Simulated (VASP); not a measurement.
Set up this calculation in VASP 6.6.1, as the native input.

```
Task                   : relaxation of cell and atoms
Functional             : PBE
Potentials or basis    : VASP PAW PBE potentials, release 64 (Zr_sv, O)
Cutoff                 : 600 eV
k mesh                 : 12 × 12 × 10
Occupations            : gaussian, width 0.1 eV
Spin                   : no spin polarisation
Dipole correction      : no
Further INCAR settings : ALGO = Normal; EDIFF = 1e-07; IBRION = 2; EDIFFG = -0.01; NSW = 80; ISIF = 3
```

The structure of ZrO lies in POSCAR:

```
ZrO
1.0
    3.6345373899      0.0000000000      0.0000000000
    0.0000000000      3.6345373899      0.0000000000
    0.0000000000      0.0000000000      4.8647027413
Zr O
2 2
Direct
    0.0000000000      0.5000000000      0.2340566612
    0.5000000000      0.0000000000      0.7659433388
    0.5000000000      0.5000000000      0.0000000000
    0.0000000000      0.0000000000      0.0000000000
```

One way to write it, as run:

INCAR

```
ALGO     = Normal         # electronic algorithm
EDIFF    = 1E-7           # SCF threshold, eV
EDIFFG   = -0.01          # ionic threshold
ENCUT    = 600            # plane-wave cutoff, eV
GGA      = PE             # functional
IBRION   = 2              # ionic algorithm
ISIF     = 3              # what is computed and relaxed
ISMEAR   = 0              # smearing method
LASPH    = T              # aspherical terms in the spheres
LCHARG   = F              # write CHGCAR
LREAL    = F              # projectors in reciprocal space
LWAVE    = F              # write WAVECAR
NELM     = 80             # most SCF steps
NSW      = 80             # ionic steps
PREC     = Accurate       # precision mode
SIGMA    = 0.1            # smearing width, eV
```

KPOINTS

```
k-points
0
Gamma
  12 12 10
```

Potentials or basis: VASP PAW PBE potentials, release 64 (Zr_sv, O).

Run with:

```bash
$ cat potpaw_PBE.64/Zr_sv/POTCAR potpaw_PBE.64/O/POTCAR > POTCAR
$ mpirun -np 1 vasp_std > vasp.out
```

Results of the run:

* Relaxed volume: 16.05 Å³/atom
* Relaxed cell: a = 3.628 Å, b = 3.628 Å, c = 4.878 Å, α = 90.00°, β = 90.00°, γ = 90.00°
* Space group after relaxing (to 0.1 Å): P4/nmm (No. 129)
* Energy gained by relaxing: 0.1 meV/atom
* Ionic steps: 5
* Pressure after relaxing: 0.0 GPa
* Band gap on the k mesh: zero (bands 18 and 19 overlap by 1.33 eV)

Run time: 5.4 min on 1 thread of Intel(R) Xeon(R) 6975P-C (Granite Rapids) (shared host), peak memory 0.38 GiB.
